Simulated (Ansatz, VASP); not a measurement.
# CsC16 in VASP and in Ansatz

```xyz
17
Lattice="4.9445 0.0000 0.0000 -2.4723 4.2821 0.0000 0.0000 0.0000 9.3293" Properties=species:S:1:pos:R:3 pbc="T T T"
Cs    0.0000    0.0000    0.0000
C     1.2359    0.7136    6.3442
C     0.0000    2.8547    6.3605
C     3.7086    0.7136    6.3442
C     2.4723    2.8550    6.3442
C     0.0000    1.4271    6.3442
C    -1.2363    3.5685    6.3442
C     2.4723    1.4274    6.3605
C     1.2363    3.5685    6.3442
C     1.2359    0.7136    2.9851
C     0.0000    2.8547    2.9688
C     3.7086    0.7136    2.9851
C     2.4723    2.8550    2.9851
C     0.0000    1.4271    2.9851
C    -1.2363    3.5685    2.9851
C     2.4723    1.4274    2.9688
C     1.2363    3.5685    2.9851
```

Alike in both runs: functional PBE; dispersion D3(BJ); k mesh 6 × 6 × 2; occupations gaussian, width 0.1 eV; no spin polarisation.

Ansatz relaxed the structure, and its values are those at the end. VASP's run is a single point on that final structure, the one shown.

```csv
,VASP,Ansatz
version,VASP 6.6.1,Ansatz 0.2.0
potentials or method,"VASP PAW PBE potentials, release 64 (Cs_sv, C), cutoff 520 eV","scalar-relativistic, plane waves, PAW"
valence electrons in the cell,73,73
```

```tsv
	VASP	Ansatz	Ansatz less VASP
gap on the k mesh at the Fermi level (eV)	none	none	-
pressure (GPa)	0.4	0.2	-0.29
rms of the force components (eV/Å)	0.007	0.005	-0.0025
```

A gap of «none» marks a metal or a gap that the smearing closes.

Spin-orbit coupling is off throughout.
